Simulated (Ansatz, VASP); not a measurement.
# One calculation of HfRu, two programs

```xyz
2
Lattice="3.1821 0.0000 0.0000 0.0000 3.1821 0.0000 0.0000 0.0000 3.1821" Properties=species:S:1:pos:R:3 pbc="T T T"
Hf    0.0000    0.0000    0.0000
Ru    1.5911    1.5911    1.5911
```

Alike in both runs: functional LDA; k mesh 14 × 14 × 14; occupations gaussian, width 0.1 eV; no spin polarisation.

Ansatz relaxed the structure, and its values are those at the end. VASP's run is a single point on that final structure, the one shown.

```csv
,VASP,Ansatz
version,VASP 6.6.1,Ansatz 0.2.0
potentials or method,"VASP PAW LDA potentials, release 64 (Hf_pv, Ru_pv), cutoff 520 eV","scalar-relativistic, plane waves, PAW"
valence electrons in the cell,24,42
```

VASP gave:

- gap on the k mesh at the Fermi level (eV): none
- pressure (GPa): -0.4

Estimate Ansatz's values.

gap on the k mesh at the Fermi level (eV): none; pressure (GPa): 0.0.

LDA's correlation is that of Perdew and Zunger in VASP and of Perdew and Wang (1992) in Ansatz. A gap of «none» marks a metal or a gap that the smearing closes. VASP's potentials hold 24 valence electrons a cell and Ansatz's 42, so a difference there can come from the potentials and not from the codes.

Spin-orbit coupling is off throughout.
